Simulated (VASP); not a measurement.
A run of VASP 6.6.1:

Contents of INCAR:

```
  AGGAC = 1.0
  AGGAX = 1.0
  ALDAC = 0.0
  ALDAX = 1.0
  ALGO = Normal
  EDIFF = 1E-6
  ENCUT = 520
  GGA = B5
  ISIF = 2
  ISMEAR = -1
  LASPH = True
  LCHARG = False
  LREAL = False
  LWAVE = False
  NBANDS = 26
  NELM = 100
  PREC = Accurate
  SIGMA = 0.1
```

Contents of KPOINTS:

```
k-points
0
Gamma
  7 7 10
```

The input POSCAR:

```
In
1.0
    5.5863834766      0.0000000000      0.0000000000
   -2.7931917384      4.8379500060      0.0000000000
    0.0000000000      0.0000000000      3.4951643125
In
3
Direct
    0.0000000000      0.0000000000      0.0000000000
    0.3333333333      0.6666666667      0.5000000000
    0.6666666667      0.3333333333      0.5000000000
```

Potentials or basis: VASP PAW PBE potentials, release 64 (In_d).

Launch:

```console
$ cat potpaw_PBE.64/In_d/POTCAR > POTCAR
$ mpirun -np 1 vasp_std > vasp.out
```

Hardware: 1 thread of Intel(R) Xeon(R) Platinum 8488C (Sapphire Rapids) (shared host).

Question: Estimate the wall time of this run.

Answer: Run time: 96 s on 1 thread of Intel(R) Xeon(R) Platinum 8488C (Sapphire Rapids), with other jobs on the host, peak memory 0.26 GiB. Counts: scf iterations 12, k points 48.
